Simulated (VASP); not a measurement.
**As: single point with PBE**

Crystal: As.

```
As
1.0
     4.65596    0.00000    0.00000
    -2.32798    4.03218    0.00000
     0.00000    0.00000    2.88932
As
2
Direct
  0.33333 0.66667 0.00000
  0.66667 0.33333 0.00000
```

```
Program                : VASP 6.6.1
Task                   : single point
Functional             : PBE
Potentials or basis    : VASP PAW PBE potentials, release 64 (As)
Cutoff                 : 520 eV
k mesh                 : 7 × 7 × 9
Occupations            : fermi-dirac, width 0.05 eV
Spin                   : no spin polarisation
Dipole correction      : no
Further INCAR settings : ALGO = Normal; EDIFF = 1e-07; NBANDS = 12
```

- Pressure: -3.0 GPa
- Band gap on the k mesh: zero (band 5 reaches 5.19 eV, above the bottom of band 6 at 1.83 eV)

Stress tensor (GPa, compression positive):
```
-3.99  0.00  0.00
 0.00 -3.99  0.00
 0.00  0.00 -1.08
```

Levels at points of the mesh, in eV from the Fermi level:
```tsv
k point	band 3	band 4	band 5	band 6	band 7	band 8
(0.00, 0.00, 0.00)	-3.84	-3.84	0.31	0.31	3.17	4.83
```

Run time: 20 s on 1 thread of Intel(R) Xeon(R) Platinum 8488C (Sapphire Rapids), with other jobs on the host, peak memory 0.19 GiB.
